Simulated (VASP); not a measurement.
Runs of VASP 6.6.1 on C. The structure is that of space group P6_3/mmc (No. 194), or close to it. The cells are those of the table. 

```csv
task,cell,smearing,gap on the mesh (eV),pressure (GPa),largest force (eV/Å)
relaxation of the atoms,"atoms relaxed from a = 2.504, b = 2.504, c = 4.127 Å, angles 90.0, 90.0, 120.0°, 4 atoms",gaussian 0.02 eV,3.53,5.6,-
relaxation of the atoms,"atoms relaxed from a = 2.455, b = 2.455, c = 4.127 Å, angles 90.0, 90.0, 120.0°, 4 atoms",gaussian 0.02 eV,3.33,25.4,-
single point,"a = 2.503, b = 2.503, c = 4.127 Å, angles 90.0, 90.0, 120.0°, 4 atoms",gaussian 0.02 eV,3.53,5.8,0.01
single point,"a = 2.455, b = 2.455, c = 4.127 Å, angles 90.0, 90.0, 120.0°, 4 atoms",gaussian 0.02 eV,3.34,25.4,0.01
single point,"a = 2.509, b = 2.509, c = 4.127 Å, angles 90.0, 90.0, 120.0°, 4 atoms",gaussian 0.02 eV,3.55,(a),-
single point,"a = 2.504, b = 2.504, c = 4.127 Å, angles 90.0, 90.0, 120.0°, 4 atoms",gaussian 0.02 eV,3.53,5.6,-
single point,"a = 2.503, b = 2.503, c = 4.127 Å, angles 90.0, 90.0, 120.0°, 4 atoms",gaussian 0.01 eV,3.53,5.8,0.01
```

Alike in all rows: level r2SCAN; potentials or basis VASP PAW PBE potentials, release 64 (C); no spin polarisation; k mesh 9 × 9 × 6; cutoff (eV) 520.

Problem. Fill in the values left out.

Solution. (a) 3.6.

Caveats: the PAW data sets were made with another functional, which shifts forces and pressure a little.

A k mesh can miss the band edges.
